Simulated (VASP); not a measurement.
# NaPbI3 (Pm-3m) in VASP: settings compared, part 2 of 2

VASP 6.6.1. Earlier steps stand in the parts before.

**3. Single point, r2SCAN+rVV10**

This run uses another cell than the first one, of 49.15 Å³/atom, 1.019 times its volume.

Input file POSCAR:

```
NaPbI3
1.0
    6.2635974104      0.0000000000      0.0000000000
    0.0000000000      6.2635974104      0.0000000000
    0.0000000000      0.0000000000      6.2635974104
Na Pb I
1 1 3
Direct
    0.0000000000      0.0000000000      0.0000000000
    0.5000000000      0.5000000000      0.5000000000
    0.5000000000      0.5000000000      0.0000000000
    0.5000000000      0.0000000000      0.5000000000
    0.0000000000      0.5000000000      0.5000000000
```

Input file INCAR.step1:

```
PREC = Accurate
ENCUT = 520
ISMEAR = -1
SIGMA = 0.03
LREAL = F
LASPH = T
NELM = 60
NBANDS = 29
GGA = PE
ALGO = Normal
EDIFF = 1E-4
LWAVE = T
LCHARG = F
```

Input file INCAR.step2:

```
PREC = Accurate
ENCUT = 520
EDIFF = 1E-6
ISMEAR = -1
SIGMA = 0.03
LREAL = F
LASPH = T
NELM = 60
ALGO = Normal
ISIF = 2
LWAVE = F
LCHARG = F
METAGGA = R2SCAN
LMIXTAU = T
LUSE_VDW = T
IVDW_NL = 2
BPARAM = 11.95
CPARAM = 0.0093
NBANDS = 29
ISTART = 1
```

Input file KPOINTS:

```
regular mesh
0
Gamma
  4 4 4
```

Potentials or basis: VASP PAW PBE potentials, release 64 (Na_pv, Pb_d, I).

Started as:

```
cat potpaw_PBE.64/Na_pv/POTCAR potpaw_PBE.64/Pb_d/POTCAR potpaw_PBE.64/I/POTCAR > POTCAR
cp INCAR.step1 INCAR
mpirun -np 1 vasp_std > vasp.out
cp INCAR.step2 INCAR
mpirun -np 1 vasp_std > vasp.out
```

OUTCAR:

```text
PREC = Accurate
   ENCUT = 520
   EDIFF = 1E-6
   ISMEAR = -1
   LREAL = F
   LASPH = T
   NELM = 60
   ISIF = 2
   METAGGA = R2SCAN
   IVDW_NL = 2
   BPARAM = 11.95
   ISTART = 1

 ion  position               nearest neighbor table
   1  0.000  0.000  0.000-
   2  0.500  0.500  0.500-   3 3.13   4 3.13   5 3.13   3 3.13   4 3.13   5 3.13
   3  0.500  0.500  0.000-   2 3.13   2 3.13
   4  0.500  0.000  0.500-   2 3.13   2 3.13
   5  0.000  0.500  0.500-   2 3.13   2 3.13

  LATTYP: Found a simple cubic cell.
 ALAT       =     6.2635974104

  Lattice vectors:

 A1 = (   6.2635974104,   0.0000000000,   0.0000000000)
 A2 = (   0.0000000000,   6.2635974104,   0.0000000000)
 A3 = (   0.0000000000,   0.0000000000,   6.2635974104)

Analysis of symmetry for initial positions (statically):
=====================================================================
 Subroutine PRICEL returns:
 Original cell was already a primitive cell.

 Routine SETGRP: Setting up the symmetry group for a
 simple cubic supercell.

 Subroutine GETGRP returns: Found 48 space group operations
 (whereof 48 operations were pure point group operations)
 out of a pool of 48 trial point group operations.

The static configuration has the point symmetry O_h .

Analysis of symmetry for dynamics (positions and initial velocities):
=====================================================================
 Subroutine PRICEL returns:
 Original cell was already a primitive cell.

 Routine SETGRP: Setting up the symmetry group for a
 simple cubic supercell.

 Subroutine GETGRP returns: Found 48 space group operations
 (whereof 48 operations were pure point group operations)
 out of a pool of 48 trial point group operations.

The dynamic configuration has the point symmetry O_h .

 Subroutine INISYM returns: Found 48 space group operations
 (whereof 48 operations are pure point group operations),
 and found     1 'primitive' translations

[... 106 lines left out ...]
  volume/ion in A,a.u.               =      49.15       331.66
  Fermi-wavevector in a.u.,A,eV,Ry     =   0.908519  1.716852 11.230345  0.825407
  Thomas-Fermi vector in A             =   2.032455
   LORBIT       =      0    0 simple, 1 ext, 2 COOP (PROOUT), +10 PAW based schemes
   METAGGA = R2SCAN    functional components
   LHFCALC =     F    Hartree Fock is set to
   AEXX    =    0.0000 exact exchange contribution
   IVDW_NL    =     2    kernel type
   BPARAM     =11.9500
   IVDW    =     0    specifies the selected vdW correction
   LEPSILON=     F    determine dielectric tensor
   LRPA    =     F    only Hartree local field effects (RPA)
 non-spin polarized calculation
  energy-cutoff  :      520.00
  volume of cell :      245.74
 maximum number of plane-waves:      6704
 NGX is ok and might be reduce to    48
   NGX = 23   NGY = 23   NGZ = 23

 number of electron      42.0000008 magnetization

 Free energy of the ion-electron system (eV)
  ---------------------------------------------------
  ext. energy  EPLUGINS =         0.00000000
  ---------------------------------------------------
  free energy    TOTEN  =      -136.01482503 eV

  energy without entropy =     -136.01482503  energy(sigma->0) =     -136.01482503

 E-fermi :   1.9809     XC(G=0):  -7.2783

 val. band max:        1.3290227859   @ k =   0.5000   0.5000   0.5000
 cond. band min:       2.9100387768   @ k =   0.5000   0.5000   0.5000
 fundamental gap:      1.5810159909
 Fermi energy:         1.9809381344

 k-point     1 :       0.0000    0.0000    0.0000
  band No.  band energies     occupation
      1     -25.1506      2.00000
      2     -25.1506      2.00000
      3     -25.1506      2.00000
      4     -16.1303      2.00000
      5     -16.1303      2.00000
      6     -16.0500      2.00000
[... 309 lines left out ...]
     28       7.5132      0.00000
     29       7.7828      0.00000

------------------------ aborting loop because EDIFF is reached ----------------------------------------

  FORCE on cell =-STRESS in cart. coord.  units (eV):
  Direction    XX          YY          ZZ          XY          YZ          ZX
  --------------------------------------------------------------------------------------
  -------------------------------------------------------------------------------------
  Total        0.1110512      0.1110512      0.1110512      0.0000000      0.0000000     -0.0000000
  in kB        0.7240397      0.7240397      0.7240397      0.0000000      0.0000000     -0.0000000
  external PRESSURE =       0.7240397 kB  Pullay stress =       0.0000000 kB

 VOLUME and BASIS-vectors are now :
 -----------------------------------------------------------------------------
  energy-cutoff  :      520.00
  volume of cell :      245.74
      direct lattice vectors                 reciprocal lattice vectors
     6.263597410  0.000000000  0.000000000     0.159652662  0.000000000  0.000000000
     0.000000000  6.263597410  0.000000000     0.000000000  0.159652662  0.000000000
     0.000000000  0.000000000  6.263597410     0.000000000  0.000000000  0.159652662

 POSITION                                       TOTAL-FORCE (eV/Angst)
 -----------------------------------------------------------------------------------
      0.00000      0.00000      0.00000         0.000000      0.000000      0.000000
      3.13180      3.13180      3.13180         0.000000      0.000000      0.000000
      3.13180      3.13180      0.00000         0.000000      0.000000      0.000000
      3.13180      0.00000      3.13180         0.000000      0.000000      0.000000
      0.00000      3.13180      3.13180         0.000000      0.000000      0.000000
 -----------------------------------------------------------------------------------
    total drift:                                0.000000     -0.000000     -0.000000

  FREE ENERGIE OF THE ION-ELECTRON SYSTEM (eV)
  ---------------------------------------------------
  free  energy   TOTEN  =      -136.0148250345 eV

  energy  without entropy=     -136.0148250345  energy(sigma->0) =     -136.01482503
```

It took 8.5 min on 1 thread of AMD EPYC 7R43 (Zen 3), shared host; peak memory 0.74 GiB.

Results:

```
Free energy            : -136.0148 eV
Pressure               : 0.1 GPa
Band gap on the k mesh : 1.58 eV, direct
```

Caveat: the PAW data sets were made with another functional, which shifts forces and pressure a little; spin-orbit coupling is left out, which moves the levels of the heavy elements.
